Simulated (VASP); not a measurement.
Set up this calculation in VASP 6.6.1, as the native input.

```
Task                   : single point
Functional             : PBEsol
Dispersion             : D3(BJ)
Potentials or basis    : VASP PAW PBE potentials, release 64 (Bi_d, Cs_sv, Ag, Br)
Cutoff                 : 520 eV
k mesh                 : 4 × 4 × 4
Occupations            : fermi-dirac, width 0.05 eV
Spin                   : no spin polarisation
Dipole correction      : no
Further INCAR settings : ALGO = Normal; EDIFF = 1e-07; NBANDS = 54
```

The structure of Cs2AgBiBr6 lies in POSCAR:

```
Cs2AgBiBr6
1.0
    0.0000000000      5.5256720339      5.5256720339
    5.5256720339      0.0000000000      5.5256720339
    5.5256720339      5.5256720339      0.0000000000
Bi Cs Ag Br
1 2 1 6
Direct
    0.0000000000      0.0000000000      0.0000000000
    0.7500000000      0.7500000000      0.7500000000
    0.2500000000      0.2500000000      0.2500000000
    0.5000000000      0.5000000000      0.5000000000
    0.7452590565      0.7452590565      0.2547409435
    0.2547409435      0.2547409435      0.7452590565
    0.7452590565      0.2547409435      0.2547409435
    0.7452590565      0.2547409435      0.7452590565
    0.2547409435      0.7452590565      0.7452590565
    0.2547409435      0.7452590565      0.2547409435
```

One way to write it, as run:

INCAR

```
SYSTEM = Cs2AgBiBr6
PREC = Accurate
ENCUT = 520
EDIFF = 1E-7
ISMEAR = -1
SIGMA = 0.05
LREAL = .FALSE.
LASPH = .TRUE.
NELM = 60
ALGO = Normal
ISIF = 2
LWAVE = .FALSE.
LCHARG = .FALSE.
GGA = PS
IVDW = 12
NBANDS = 54
```

KPOINTS

```
Automatic mesh
0
G
  4 4 4
  0 0 0
```

Potentials or basis: VASP PAW PBE potentials, release 64 (Bi_d, Cs_sv, Ag, Br).

Run with:

```sh
$ cat potpaw_PBE.64/Bi_d/POTCAR potpaw_PBE.64/Cs_sv/POTCAR potpaw_PBE.64/Ag/POTCAR potpaw_PBE.64/Br/POTCAR > POTCAR
$ mpirun -np 1 vasp_std > vasp.out
```

Results of the run:

```
Pressure                   : -0.1 GPa
Largest force              : 0.008 eV/Å
Band gap on the k mesh     : 1.03 eV (least direct gap 2.34 eV)
Dispersion energy per atom : -0.251 eV
```

Caveat: three body term missing; the PAW data sets were made with another functional, which shifts forces and pressure a little; spin-orbit coupling is left out, which moves the levels of the heavy elements.

Wall time 100 s on 1 thread of Intel(R) Xeon(R) 6975P-C (Granite Rapids) (shared host), peak memory 0.59 GiB.
